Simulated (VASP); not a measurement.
# Al2Cu (lda) (I4/mcm) in VASP: single point with LDA

Aim: the single point of Al2Cu (lda) with LDA.

All numbers are computed with VASP 6.6.1; they aren't measurements. Logs are shortened: lines on timing, memory, paths and dates and some standing lists are left out, and cuts for length are marked.

## 1. The cell of the first run

It takes space group I4/mcm (No. 140, tetragonal). Conventional cell: a = 5.998 Å, b = 5.998 Å, c = 4.785 Å, α = 90.00°, β = 90.00°, γ = 90.00°. Within 3.4 Å of Al (site symmetry m2m) lie 4 Cu at 2.56 Å and 11 Al at 2.69 to 3.19 Å. Within 3.2 Å of Cu (site symmetry 422) lie 2 Cu at 2.39 Å and 8 Al at 2.56 Å.

## 2. Single point, LDA

The input, INCAR:

```
ALGO = Normal ; EDIFF = 1E-6
ENCUT = 520 ; GGA = CA
ISIF = 2 ; ISMEAR = 0
LASPH = True ; LCHARG = False
LREAL = False ; LWAVE = False
NBANDS = 26 ; NELM = 100
PREC = Accurate ; SIGMA = 0.1
```

The input, KPOINTS:

```
k-points
0
Gamma
  6 6 6
```

The input, POSCAR:

```
Al2Cu
1.0
   -2.9988978300      2.9988978300      2.3927372900
    2.9988978300     -2.9988978300      2.3927372900
    2.9988978300      2.9988978300     -2.3927372900
Al Cu
4 2
Direct
    0.3413930800      0.1586069200      0.5000000000
    0.1586069200      0.6586069200      0.8172138400
    0.8413930800      0.3413930800      0.1827861600
    0.6586069200      0.8413930800      0.5000000000
    0.7500000000      0.7500000000      0.0000000000
    0.2500000000      0.2500000000      0.0000000000
```

Potentials or basis: VASP PAW LDA potentials, release 64 (Al, Cu).

The run is started by

```sh
$ cat potpaw_LDA.64/Al/POTCAR potpaw_LDA.64/Cu/POTCAR > POTCAR
$ mpirun -np 1 vasp_std > vasp.out
```

OUTCAR:

```text
EDIFF = 1E-6
   ENCUT = 520
   GGA = CA
   ISIF = 2
   ISMEAR = 0
   LASPH = True
   LREAL = False
   NELM = 100
   PREC = Accurate

 ion  position               nearest neighbor table
   1  0.341  0.159  0.500-   5 2.56   6 2.56   6 2.56   5 2.56   4 2.69   4 2.85   4 2.85   2 3.06
                             3 3.06   2 3.06   3 3.06   2 3.19   3 3.19   3 3.19   2 3.19
   2  0.159  0.659  0.817-   5 2.56   6 2.56   5 2.56   6 2.56   3 2.69   3 2.85   3 2.85   1 3.06
                             4 3.06   4 3.06   1 3.06   1 3.19   4 3.19   1 3.19   4 3.19
   3  0.841  0.341  0.183-   5 2.56   6 2.56   5 2.56   6 2.56   2 2.69   2 2.85   2 2.85   1 3.06
                             4 3.06   4 3.06   1 3.06   1 3.19   4 3.19   4 3.19   1 3.19
   4  0.659  0.841  0.500-   6 2.56   5 2.56   5 2.56   6 2.56   1 2.69   1 2.85   1 2.85   2 3.06
                             3 3.06   2 3.06   3 3.06   2 3.19   3 3.19   2 3.19   3 3.19
   5  0.750  0.750  0.000-   6 2.39   6 2.39   2 2.56   3 2.56   2 2.56   3 2.56   4 2.56   1 2.56
                             4 2.56   1 2.56
   6  0.250  0.250  0.000-   5 2.39   5 2.39   2 2.56   3 2.56   2 2.56   3 2.56   1 2.56   1 2.56
                             4 2.56   4 2.56

  LATTYP: Found a body centered tetragonal cell.
 ALAT       =     5.9977956600
 C/A-ratio  =     0.7978722269

  Lattice vectors:

 A1 = (  -2.9988978300,   2.9988978300,   2.3927372900)
 A2 = (   2.9988978300,  -2.9988978300,   2.3927372900)
 A3 = (   2.9988978300,   2.9988978300,  -2.3927372900)

Analysis of symmetry for initial positions (statically):
=====================================================================
 Subroutine PRICEL returns:
 Original cell was already a primitive cell.

 Routine SETGRP: Setting up the symmetry group for a
 body centered tetragonal supercell.

 Subroutine GETGRP returns: Found 16 space group operations
 (whereof  8 operations were pure point group operations)
 out of a pool of 16 trial point group operations.

The static configuration has the point symmetry C_4h.
 The point group associated with its full space group is D_4h.

Analysis of symmetry for dynamics (positions and initial velocities):
=====================================================================
 Subroutine PRICEL returns:
 Original cell was already a primitive cell.

 Routine SETGRP: Setting up the symmetry group for a
 body centered tetragonal supercell.

 Subroutine GETGRP returns: Found 16 space group operations
 (whereof  8 operations were pure point group operations)
 out of a pool of 16 trial point group operations.

The dynamic configuration has the point symmetry C_4h.
 The point group associated with its full space group is D_4h.

 Subroutine INISYM returns: Found 16 space group operations
 (whereof  8 operations are pure point group operations),
 and found     1 'primitive' translations

----------------------------------------------------------------------------------------

                                     Primitive cell

  volume of cell :      86.0753

  direct lattice vectors                    reciprocal lattice vectors
    -2.998897830  2.998897830  2.392737290     0.000000000  0.166727921  0.208965691
     2.998897830 -2.998897830  2.392737290     0.166727921  0.000000000  0.208965691
     2.998897830  2.998897830 -2.392737290     0.166727921  0.166727921  0.000000000

  length of vectors
     4.869493621  4.869493621  4.869493621     0.267329122  0.267329122  0.235788887

  position of ions in fractional coordinates (direct lattice)
     0.341393080  0.158606920  0.500000000
     0.158606920  0.658606920  0.817213840
     0.841393080  0.341393080  0.182786160
     0.658606920  0.841393080  0.500000000
     0.750000000  0.750000000  0.000000000
     0.250000000  0.250000000  0.000000000

  ion indices of the primitive-cell ions
   primitive index   ion index
                 1           1
                 2           2
                 3           3
                 4           4
                 5           5
                 6           6

----------------------------------------------------------------------------------------

 KPOINTS: k-points

Automatic generation of k-mesh.
 Grid dimensions read from file:
 generate k-points for:    6    6    6

 Generating k-lattice:

  Cartesian coordinates                     Fractional coordinates (reciprocal lattice)
     0.000000000  0.027787987  0.034827615     0.166666667 -0.000000000  0.000000000
     0.027787987  0.000000000  0.034827615    -0.000000000  0.166666667  0.000000000
     0.027787987  0.027787987  0.000000000     0.000000000  0.000000000  0.166666667

  Length of vectors
     0.044554854  0.044554854  0.039298148

  Shift w.r.t. Gamma in fractional coordinates (k-lattice)
     0.000000000  0.000000000  0.000000000

 Subroutine IBZKPT returns following result:
 ===========================================

 Found     30 irreducible k-points:

 Following reciprocal coordinates:
            Coordinates               Weight
  0.000000  0.000000  0.000000      1.000000
  0.166667 -0.000000  0.000000      8.000000
  0.333333 -0.000000  0.000000      8.000000
  0.500000  0.000000  0.000000      4.000000
  0.166667  0.166667  0.000000      8.000000
  0.333333  0.166667 -0.000000     16.000000
[... 16 lines left out ...]
 -0.333333 -0.333333  0.166667      8.000000
 -0.166667 -0.333333  0.166667      8.000000
 [... further k-points ...]
   k-points           NKPTS =     30   k-points in BZ     NKDIM =     30   number of bands    NBANDS=     26
   number of dos      NEDOS =    301   number of ions     NIONS =      6
   total plane-waves  NPLWV =  46656
   dimension x,y,z NGX =    36 NGY =   36 NGZ =   36
   dimension x,y,z NGXF=    72 NGYF=   72 NGZF=   72
   ions per type =               4   2
   NGX,Y,Z   is equivalent  to a cutoff of  12.29, 12.29, 12.29 a.u.
   NGXF,Y,Z  is equivalent  to a cutoff of  24.58, 24.58, 24.58 a.u.
 SYSTEM =  unknown system
   PREC   = accura    normal or accurate (medium, high low for compatibility)
   ISTART =      0    job   : 0-new  1-cont  2-samecut
   ICHARG =      2    charge: 1-file 2-atom 10-const
   ISPIN  =      1    spin polarized calculation?
   LNONCOLLINEAR =      F non collinear calculations
   LSORBIT =      F    spin-orbit coupling
   LASPH  =      T    aspherical Exc in radial PAW
   ENCUT  =  520.0 eV  38.22 Ry    6.18 a.u.   9.05  9.05  9.05*2*pi/ulx,y,z
   NELM   =    100;   NELMIN=  2; NELMDL= -5     # of ELM steps
   EDIFF  = 0.1E-05   stopping-criterion for ELM
   LREAL  =      F    real-space projection
   EDIFFG = 0.1E-04   stopping-criterion for IOM
   NSW    =      0    number of steps for IOM
   IBRION =     -1    ionic relax: 0-MD 1-quasi-New 2-CG
   NFREE  =      0    steps in history (QN), initial steepest desc. (CG)
   ISIF   =      2    stress and relaxation
   ISYM   =      2    0-nonsym 1-usesym 2-fastsym
   POTIM  = 0.5000    time-step for ionic-motion
   TEBEG  =    0.0;   TEEND  =   0.0 temperature during run
   PSTRESS=    0.0 pullay stress
   NELECT =      34.0000    total number of electrons
   NUPDOWN=      -1.0000    fix difference up-down
   EMIN   =  10.00;   EMAX   =-10.00  energy-range for DOS
   EFERMI =   0.00;   METHOD = LEGACY
   ISMEAR =     0;   SIGMA  =   0.10  broadening in eV -4-tet -1-fermi 0-gaus
   EFERMI_NEDOS =   21; number of points for ismear=-14 and -15
   IALGO  =     38    algorithm
   IMIX   =      4    mixing-type and parameters
     AMIX     =   0.40;   BMIX     =  1.00
     AMIX_MAG =   1.60;   BMIX_MAG =  1.00
  volume/ion in A,a.u.               =      14.35        96.81
  Fermi-wavevector in a.u.,A,eV,Ry     =   1.201181  2.269902 19.630964  1.442835
  Thomas-Fermi vector in A             =   2.336997
   LORBIT       =      0    0 simple, 1 ext, 2 COOP (PROOUT), +10 PAW based schemes
   GGA     = CA    functional components
   LHFCALC =     F    Hartree Fock is set to
   AEXX    =    0.0000 exact exchange contribution
   IVDW    =     0    specifies the selected vdW correction
   LEPSILON=     F    determine dielectric tensor
   LRPA    =     F    only Hartree local field effects (RPA)
 non-spin polarized calculation
 Gauss-broadening in eV      SIGMA  =   0.10
  energy-cutoff  :      520.00
  volume of cell :       86.08
 maximum number of plane-waves:      2334
   NGX = 19   NGY = 19   NGZ = 19

 number of electron      34.0000017 magnetization

 Free energy of the ion-electron system (eV)
  ---------------------------------------------------
  ext. energy  EPLUGINS =         0.00000000
  ---------------------------------------------------
  free energy    TOTEN  =       -27.32213603 eV

  energy without entropy =      -27.30628056  energy(sigma->0) =      -27.31420830

 E-fermi :   8.1491     XC(G=0): -11.2209

 val. band max:        8.1378106151   @ k =  -0.3333   0.1667   0.0000
 cond. band min:       8.1513583036   @ k =   0.5000   0.3333   0.0000
 fundamental gap:      0.0135476885
 Fermi energy:         8.1491334580

 k-point     1 :       0.0000    0.0000    0.0000
  band No.  band energies     occupation
      1      -2.8041      2.00000
      2       2.6453      2.00000
      3       2.8182      2.00000
      4       2.8389      2.00000
      5       2.8389      2.00000
      6       3.7715      2.00000
[... 18 lines left out ...]
     25      13.4545      0.00000
     26      14.0826      0.00000

 k-point     2 :       0.1667   -0.0000    0.0000
  band No.  band energies     occupation
      1      -2.5056      2.00000
      2       2.6311      2.00000
      3       2.7453      2.00000
      4       2.8318      2.00000
      5       2.8935      2.00000
      6       3.7204      2.00000
[... 18 lines left out ...]
     25      13.7868      0.00000
     26      14.4313      0.00000

 k-point     3 :       0.3333   -0.0000    0.0000
  band No.  band energies     occupation
      1      -1.6204      2.00000
      2       1.6147      2.00000
      3       2.6342      2.00000
      4       2.7950      2.00000
      5       3.0565      2.00000
      6       3.5568      2.00000
[... 572 lines left out ...]
 k-point    23 :      -0.3333   -0.3333    0.1667
  band No.  band energies     occupation
      1       0.2472      2.00000
      2       0.7514      2.00000
      3       0.7934      2.00000
      4       2.7371      2.00000
      5       2.8676      2.00000
      6       3.2048      2.00000
[... 18 lines left out ...]
     25      14.8088      0.00000
     26      16.6912      0.00000

 k-point    24 :      -0.1667   -0.3333    0.1667
  band No.  band energies     occupation
      1      -1.0699      2.00000
      2       1.4407      2.00000
      3       2.3030      2.00000
      4       2.6377      2.00000
      5       3.1786      2.00000
      6       3.2427      2.00000
[... 18 lines left out ...]
     25      15.6225      0.00000
     26      15.6556      0.00000

 [... further k-points ...]
[... 5 lines left out ...]
  --------------------------------------------------------------------------------------
  -------------------------------------------------------------------------------------
  Total       -1.7639218     -1.7639218      0.0107364      0.0000000     -0.0000000      0.0000000
  in kB      -32.8330745    -32.8330745      0.1998430      0.0000000     -0.0000000      0.0000000
  external PRESSURE =     -21.8221020 kB  Pullay stress =       0.0000000 kB

 VOLUME and BASIS-vectors are now :
 -----------------------------------------------------------------------------
  energy-cutoff  :      520.00
  volume of cell :       86.08
      direct lattice vectors                 reciprocal lattice vectors
    -2.998897830  2.998897830  2.392737290     0.000000000  0.166727921  0.208965691
     2.998897830 -2.998897830  2.392737290     0.166727921  0.000000000  0.208965691
     2.998897830  2.998897830 -2.392737290     0.166727921  0.166727921  0.000000000

 POSITION                                       TOTAL-FORCE (eV/Angst)
 -----------------------------------------------------------------------------------
      0.95129      2.04761      0.00000         0.037375     -0.037375      0.000000
      3.95019      0.95129     -0.00000         0.037375      0.037375      0.000000
     -0.95129      2.04761      2.39274        -0.037375     -0.037375     -0.000000
      2.04761      0.95129      2.39274        -0.037375      0.037375     -0.000000
      0.00000      0.00000      3.58911         0.000000      0.000000     -0.000000
      0.00000      0.00000      1.19637        -0.000000      0.000000     -0.000000
 -----------------------------------------------------------------------------------
    total drift:                                0.000000     -0.000000      0.000000

  FREE ENERGIE OF THE ION-ELECTRON SYSTEM (eV)
  ---------------------------------------------------
  free  energy   TOTEN  =       -27.3221360333 eV

  energy  without entropy=      -27.3062805592  energy(sigma->0) =      -27.31420830
```

Run time: 79 s. Hardware: 1 thread of Intel Xeon Platinum 8488C (Sapphire Rapids), shared host; peak memory 0.2 GiB.

What came out:

```
Free energy            : -27.3221 eV
Pressure               : -2.2 GPa
Largest force          : 0.053 eV/Å
Band gap on the k mesh : zero (band 17 reaches 10.82 eV, above the bottom of band 18 at 6.64 eV)
```

Forces in eV/Å, atoms in the order of the input:
```
Al   0.037 -0.037  0.000
Al   0.037  0.037  0.000
Al  -0.037 -0.037  0.000
Al  -0.037  0.037  0.000
Cu   0.000  0.000  0.000
Cu   0.000  0.000  0.000
```

Levels at points of the mesh, in eV from the Fermi level:
| k point | band 15 | band 16 | band 17 | band 18 | band 19 | band 20 |
| --- | --- | --- | --- | --- | --- | --- |
| (0.00, 0.00, 0.00) | -1.32 | -1.17 | -1.17 | -0.81 | -0.23 | 0.11 |
| (0.50, 0.00, 0.00) | -2.65 | -2.65 | 0.24 | 0.24 | 4.12 | 4.12 |
| (0.50, 0.50, 0.00) | -1.51 | -1.30 | -0.89 | -0.60 | 0.80 | 1.26 |
| (0.50, 0.50, 0.50) | -3.32 | -1.81 | 2.67 | 3.02 | 3.02 | 3.43 |
